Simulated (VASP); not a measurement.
# Ni2H (P3m1) in VASP: further runs

Runs on Ni2H. Level: PBEsol. Tasks: single point.

Everything below comes from runs of VASP 6.6.1. Logs are shortened: lines on timing, memory, paths and dates and some standing lists are left out, and cuts for length are marked.

### Step 1. The cell of the first run

The typed cell holds 3 atoms: a = 2.643 Å, b = 2.643 Å, c = 4.308 Å, α = 90.00°, β = 90.00°, γ = 120.00°.

### Step 2. Single point, PBEsol, collinear spin, ferromagnetic start

Input file INCAR:

```
PREC     = Accurate       # precision mode
ENCUT    = 520            # plane-wave cutoff, eV
EDIFF    = 1E-7           # SCF threshold, eV
ISMEAR   = -1             # smearing method
SIGMA    = 0.05           # smearing width, eV
LREAL    = False          # projectors in reciprocal space
LASPH    = True           # aspherical terms in the spheres
NELM     = 150            # most SCF steps
ALGO     = Normal         # electronic algorithm
ISIF     = 2              # what is computed and relaxed
LWAVE    = False          # write WAVECAR
LCHARG   = True           # write CHGCAR
ISPIN    = 2              # spin polarisation
MAGMOM   = 0.3 0.3 0      # initial moments
LORBIT   = 11             # projections on sites
NUPDOWN  = 0.6            # fixed moment
LMAXMIX  = 4              # l up to which the mixer works
GGA      = PS             # functional
LELF     = True           # ELF
LVHAR    = True         
NBANDS   = 22             # bands
```

Input file KPOINTS:

```
regular mesh
0
Gamma
  12 12 6
```

Input file POSCAR:

```
Ni2H
1.0
    2.6430021000      0.0000000000      0.0000000000
   -1.3215010500      2.2889069600      0.0000000000
    0.0000000000      0.0000000000      4.3080000000
Ni H
2 1
Direct
    0.3333333300      0.6666666700      0.2610000000
    0.6666666700      0.3333333300      0.7960000000
    0.0000000000      0.0000000000      0.0280000000
```

Potentials or basis: VASP PAW PBE potentials, release 64 (Ni, H).

Run with:

```sh
$ cat potpaw_PBE.64/Ni/POTCAR potpaw_PBE.64/H/POTCAR > POTCAR
$ mpirun -np 1 vasp_std > vasp.out
```

OUTCAR:

```text
PREC = Accurate
   ENCUT = 520
   EDIFF = 1E-7
   ISMEAR = -1
   LREAL = False
   LASPH = True
   NELM = 150
   ISIF = 2
   ISPIN = 2
   LORBIT = 11
   NUPDOWN = 0.6
   GGA = PS

 ion  position               nearest neighbor table
   1  0.333  0.667  0.261-   3 1.83   3 1.83   3 1.83   2 2.52   2 2.52   2 2.52   2 2.76   2 2.76
                             2 2.76
   2  0.667  0.333  0.796-   3 1.82   3 1.82   3 1.82   1 2.52   1 2.52   1 2.52   1 2.76   1 2.76
                             1 2.76
   3  0.000  0.000  0.028-   2 1.82   2 1.82   2 1.82   1 1.83   1 1.83   1 1.83

  LATTYP: Found a hexagonal cell.
 ALAT       =     2.6430021000
 C/A-ratio  =     1.6299646527

  Lattice vectors:

 A1 = (   2.6430021000,   0.0000000000,   0.0000000000)
 A2 = (  -1.3215010500,   2.2889069600,   0.0000000000)
 A3 = (   0.0000000000,   0.0000000000,   4.3080000000)

Analysis of symmetry for initial positions (statically):
=====================================================================
 Subroutine PRICEL returns:
 Original cell was already a primitive cell.

 Routine SETGRP: Setting up the symmetry group for a
 hexagonal supercell.

 Subroutine GETGRP returns: Found  6 space group operations
 (whereof  6 operations were pure point group operations)
 out of a pool of 24 trial point group operations.

The static configuration has the point symmetry C_3v.

Analysis of symmetry for dynamics (positions and initial velocities):
=====================================================================
 Subroutine PRICEL returns:
 Original cell was already a primitive cell.

 Routine SETGRP: Setting up the symmetry group for a
 hexagonal supercell.

 Subroutine GETGRP returns: Found  6 space group operations
 (whereof  6 operations were pure point group operations)
 out of a pool of 24 trial point group operations.

The dynamic configuration has the point symmetry C_3v.

Analysis of structural, dynamic, and magnetic symmetry:
=====================================================================
 Subroutine PRICEL returns:
 Original cell was already a primitive cell.

 Routine SETGRP: Setting up the symmetry group for a
 hexagonal supercell.

 Subroutine GETGRP returns: Found  6 space group operations
 (whereof  6 operations were pure point group operations)
 out of a pool of 24 trial point group operations.

The overall configuration has the point symmetry C_3v.

 Subroutine INISYM returns: Found  6 space group operations
 (whereof  6 operations are pure point group operations),
 and found     1 'primitive' translations

----------------------------------------------------------------------------------------

                                     Primitive cell

  volume of cell :      26.0616

  direct lattice vectors                    reciprocal lattice vectors
     2.643002100  0.000000000  0.000000000     0.378357626  0.218444877  0.000000000
    -1.321501050  2.288906960  0.000000000     0.000000000  0.436889755  0.000000000
     0.000000000  0.000000000  4.308000000     0.000000000  0.000000000  0.232126277

  length of vectors
     2.643002100  2.643002099  4.308000000     0.436889754  0.436889755  0.232126277

  position of ions in fractional coordinates (direct lattice)
     0.333333330  0.666666670  0.261000000
     0.666666670  0.333333330  0.796000000
     0.000000000  0.000000000  0.028000000

  ion indices of the primitive-cell ions
   primitive index   ion index
                 1           1
                 2           2
                 3           3

----------------------------------------------------------------------------------------

 KPOINTS: regular mesh

Automatic generation of k-mesh.
 Grid dimensions read from file:
 generate k-points for:   12   12    6

 Generating k-lattice:

  Cartesian coordinates                     Fractional coordinates (reciprocal lattice)
     0.031529802  0.018203740  0.000000000     0.083333333  0.000000000  0.000000000
     0.000000000  0.036407480  0.000000000     0.000000000  0.083333333  0.000000000
     0.000000000  0.000000000  0.038687713     0.000000000  0.000000000  0.166666667

  Length of vectors
     0.036407480  0.036407480  0.038687713

  Shift w.r.t. Gamma in fractional coordinates (k-lattice)
     0.000000000  0.000000000  0.000000000

 Subroutine IBZKPT returns following result:
 ===========================================

 Found    100 irreducible k-points:

 Following reciprocal coordinates:
            Coordinates               Weight
  0.000000  0.000000  0.000000      1.000000
  0.083333  0.000000  0.000000      6.000000
  0.166667 -0.000000  0.000000      6.000000
  0.250000 -0.000000  0.000000      6.000000
  0.333333 -0.000000  0.000000      6.000000
  0.416667 -0.000000  0.000000      6.000000
[... 16 lines left out ...]
  0.166667 -0.000000  0.166667      6.000000
  0.000000  0.166667  0.166667      6.000000
 [... further k-points ...]
   k-points           NKPTS =    100   k-points in BZ     NKDIM =    100   number of bands    NBANDS=     22
   number of dos      NEDOS =    301   number of ions     NIONS =      3
   total plane-waves  NPLWV =  12800
   dimension x,y,z NGX =    20 NGY =   20 NGZ =   32
   dimension x,y,z NGXF=    40 NGYF=   40 NGZF=   64
   ions per type =               2   1
   NGX,Y,Z   is equivalent  to a cutoff of  12.58, 12.58, 12.35 a.u.
   NGXF,Y,Z  is equivalent  to a cutoff of  25.16, 25.16, 24.70 a.u.
 SYSTEM =  unknown system
   PREC   = accura    normal or accurate (medium, high low for compatibility)
   ISTART =      0    job   : 0-new  1-cont  2-samecut
   ICHARG =      2    charge: 1-file 2-atom 10-const
   ISPIN  =      2    spin polarized calculation?
   LNONCOLLINEAR =      F non collinear calculations
   LSORBIT =      F    spin-orbit coupling
   LASPH  =      T    aspherical Exc in radial PAW
   ENCUT  =  520.0 eV  38.22 Ry    6.18 a.u.   4.91  4.91  8.01*2*pi/ulx,y,z
   NELM   =    150;   NELMIN=  2; NELMDL= -5     # of ELM steps
   EDIFF  = 0.1E-06   stopping-criterion for ELM
   LREAL  =      F    real-space projection
   EDIFFG = 0.1E-05   stopping-criterion for IOM
   NSW    =      0    number of steps for IOM
   IBRION =     -1    ionic relax: 0-MD 1-quasi-New 2-CG
   NFREE  =      0    steps in history (QN), initial steepest desc. (CG)
   ISIF   =      2    stress and relaxation
   ISYM   =      2    0-nonsym 1-usesym 2-fastsym
   POTIM  = 0.5000    time-step for ionic-motion
   TEBEG  =    0.0;   TEEND  =   0.0 temperature during run
   PSTRESS=    0.0 pullay stress
   NELECT =      21.0000    total number of electrons
   NUPDOWN=       0.6000    fix difference up-down
   EMIN   =  10.00;   EMAX   =-10.00  energy-range for DOS
   EFERMI =   0.00;   METHOD = LEGACY
   ISMEAR =    -1;   SIGMA  =   0.05  broadening in eV -4-tet -1-fermi 0-gaus
   EFERMI_NEDOS =   21; number of points for ismear=-14 and -15
   IALGO  =     38    algorithm
   IMIX   =      4    mixing-type and parameters
     AMIX     =   0.40;   BMIX     =  1.00
     AMIX_MAG =   1.60;   BMIX_MAG =  1.00
  volume/ion in A,a.u.               =       8.69        58.62
  Fermi-wavevector in a.u.,A,eV,Ry     =   1.523401  2.878810 31.575716  2.320750
  Thomas-Fermi vector in A             =   2.631849
   LORBIT       =     11    0 simple, 1 ext, 2 COOP (PROOUT), +10 PAW based schemes
   GGA     = PS    functional components
   LHFCALC =     F    Hartree Fock is set to
   AEXX    =    0.0000 exact exchange contribution
   IVDW    =     0    specifies the selected vdW correction
   LEPSILON=     F    determine dielectric tensor
   LRPA    =     F    only Hartree local field effects (RPA)
 spin polarized calculation
  energy-cutoff  :      520.00
  volume of cell :       26.06
 maximum number of plane-waves:       732
   NGX =  9   NGY =  9   NGZ = 17

 number of electron      20.9999991 magnetization       0.6000000

 Free energy of the ion-electron system (eV)
  ---------------------------------------------------
  ext. energy  EPLUGINS =         0.00000000
  ---------------------------------------------------
  free energy    TOTEN  =       -15.39934062 eV

  energy without entropy =      -15.36094080  energy(sigma->0) =      -15.38014071

 E-fermi :   7.6345     XC(G=0): -12.7796

 val. band max:        7.6804848901   @ k =   0.4167   0.0833   0.3333
 cond. band min:       7.6363206025   @ k =   0.0000   0.4167   0.3333
 fundamental gap:     -0.0441642876
 Fermi energy:         7.7015481739

 spin component 1

 k-point     1 :       0.0000    0.0000    0.0000
  band No.  band energies     occupation
      1      -3.1101      1.00000
      2       3.4014      1.00000
      3       5.4404      1.00000
      4       5.7074      1.00000
      5       5.7074      1.00000
      6       5.9341      1.00000
[... 14 lines left out ...]
     21      32.1114      0.00000
     22      34.5969      0.00000

 k-point     2 :       0.0833    0.0000    0.0000
  band No.  band energies     occupation
      1      -2.9278      1.00000
      2       3.5405      1.00000
      3       5.0655      1.00000
      4       5.7543      1.00000
      5       5.7830      1.00000
      6       5.8940      1.00000
[... 14 lines left out ...]
     21      31.6200      0.00000
     22      33.6660      0.00000
[... 523 lines left out ...]
     21      31.6767      0.00000
     22      33.2669      0.00000

 k-point    24 :       0.0000    0.1667    0.1667
  band No.  band energies     occupation
      1      -2.2830      1.00000
      2       3.5720      1.00000
      3       4.7473      1.00000
      4       5.4190      1.00000
      5       5.7191      1.00000
      6       5.9789      1.00000
[... 14 lines left out ...]
     21      30.6157      0.00000
     22      33.0722      0.00000

 [... further k-points ...]

 spin component 2

 k-point     1 :       0.0000    0.0000    0.0000
  band No.  band energies     occupation
      1      -3.1130      1.00000
      2       3.5760      1.00000
      3       5.4654      1.00000
      4       5.9952      1.00000
      5       5.9952      1.00000
      6       6.2181      1.00000
[... 14 lines left out ...]
     21      32.1069      0.00000
     22      34.5900      0.00000

 k-point     2 :       0.0833    0.0000    0.0000
  band No.  band energies     occupation
      1      -2.9304      1.00000
      2       3.7197      1.00000
      3       5.1573      1.00000
      4       6.0059      1.00000
      5       6.0713      1.00000
      6       6.2183      1.00000
[... 14 lines left out ...]
     21      31.6402      0.00000
     22      33.7137      0.00000
[... 523 lines left out ...]
     21      31.7208      0.00000
     22      33.2590      0.00000

 k-point    24 :       0.0000    0.1667    0.1667
  band No.  band energies     occupation
      1      -2.2839      1.00000
      2       3.6826      1.00000
      3       4.9306      1.00000
      4       5.6965      1.00000
      5       6.0377      1.00000
      6       6.2919      1.00000
[... 14 lines left out ...]
     21      30.6329      0.00000
     22      33.1047      0.00000

 [... further k-points ...]
[... 5 lines left out ...]
  --------------------------------------------------------------------------------------
  -------------------------------------------------------------------------------------
  Total       -2.7926562     -2.7926562     -2.5575395      0.0000000      0.0000000      0.0000000
  in kB     -171.6827716   -171.6827715   -157.2286153      0.0000000      0.0000000      0.0000000
  external PRESSURE =    -166.8647195 kB  Pullay stress =       0.0000000 kB

 VOLUME and BASIS-vectors are now :
 -----------------------------------------------------------------------------
  energy-cutoff  :      520.00
  volume of cell :       26.06
      direct lattice vectors                 reciprocal lattice vectors
     2.643002100  0.000000000  0.000000000     0.378357626  0.218444877  0.000000000
    -1.321501050  2.288906960  0.000000000     0.000000000  0.436889755  0.000000000
     0.000000000  0.000000000  4.308000000     0.000000000  0.000000000  0.232126277

 POSITION                                       TOTAL-FORCE (eV/Angst)
 -----------------------------------------------------------------------------------
     -0.00000      1.52594      1.12439        -0.000000      0.000000      1.058043
      1.32150      0.76297      3.42917         0.000000     -0.000000     -1.060701
      0.00000      0.00000      0.12062        -0.000000      0.000000      0.002658
 -----------------------------------------------------------------------------------
    total drift:                               -0.000000     -0.000000     -0.000299

  FREE ENERGIE OF THE ION-ELECTRON SYSTEM (eV)
  ---------------------------------------------------
  free  energy   TOTEN  =       -15.3993406200 eV

  energy  without entropy=      -15.3609408049  energy(sigma->0) =      -15.38014071

 total charge

# of ion       s       p       d       tot
------------------------------------------
    1        0.416   0.450   8.380   9.246
    2        0.417   0.450   8.381   9.248
    3        0.494   0.039   0.000   0.533
--------------------------------------------------
tot          1.327   0.939  16.760  19.026

 magnetization (x)

# of ion       s       p       d       tot
------------------------------------------
    1       -0.001  -0.006   0.317   0.310
    2       -0.001  -0.006   0.313   0.306
    3       -0.001  -0.001   0.000  -0.002
--------------------------------------------------
tot         -0.004  -0.012   0.630   0.614
```

Run time: 89 s. Hardware: 1 thread of Oxide Virtual Turin-like, shared host; peak memory 0.17 GiB.

What came out:

```yaml
Free_energy: -15.3993 eV
Pressure: -16.7 GPa
Largest_force: 1.061 eV/Å
Net_moment: 0.60 μB per cell
Site_moments: Ni +0.31; H -0.00 μB
Valence_electrons_inside_the_program's_atomic_spheres: Ni 9.25; H 0.53
```

Forces in eV/Å, atoms in the order of the input:
```
Ni   0.000  0.000  1.058
Ni   0.000  0.000 -1.061
H    0.000  0.000  0.003
```

Stress tensor (GPa, compression positive):
```
-17.17   0.00   0.00
  0.00 -17.17   0.00
  0.00   0.00 -15.72
```

Caveat: the cell stands under tension; the PAW data sets were made with another functional, which shifts forces and pressure a little; the total moment is fixed, so each spin has its own Fermi level and the state may be an excited one.

### Step 3. Single point, PBEsol, collinear spin, ferromagnetic start

Input file INCAR:

```
SYSTEM = Ni2H
PREC = Accurate
ENCUT = 520
EDIFF = 1E-6
ISMEAR = -1
SIGMA = 0.05
LREAL = .False.
LASPH = .True.
NELM = 150
ALGO = Normal
ISIF = 2
LWAVE = .False.
LCHARG = .False.
ISPIN = 2
MAGMOM = 0.6 0.6 0
LORBIT = 11
NUPDOWN = 1.2
LMAXMIX = 4
GGA = PS
NBANDS = 22
```

Input file KPOINTS:

```
regular mesh
0
Gamma
  12 12 6
  0 0 0
```

POSCAR is that of step 2.

Potentials or basis: VASP PAW PBE potentials, release 64 (Ni, H).

Run with:

```sh
$ cat potpaw_PBE.64/Ni/POTCAR potpaw_PBE.64/H/POTCAR > POTCAR
$ mpirun -np 1 vasp_std > vasp.out
```

Run time: 2.6 min. Hardware: 1 thread of Oxide Virtual Turin-like, shared host; peak memory 0.17 GiB.

The run converged. Its results:

```
Free energy                                           : -15.3326 eV
Pressure                                              : -15.3 GPa
Largest force                                         : 1.074 eV/Å
Net moment                                            : 1.20 μB per cell
Site moments                                          : Ni +0.60; H +0.00 μB
Valence electrons inside the program's atomic spheres : Ni 9.24; H 0.54
```

Forces on the atoms (eV/Å):
```
Ni   0.000  0.000  1.071
Ni   0.000  0.000 -1.074
H    0.000  0.000  0.003
```

Stress tensor (GPa, compression positive):
```
-15.39   0.00   0.00
  0.00 -15.39   0.00
  0.00   0.00 -15.11
```

Caveat: the cell stands under tension; the PAW data sets were made with another functional, which shifts forces and pressure a little; the total moment is fixed, so each spin has its own Fermi level and the state may be an excited one.
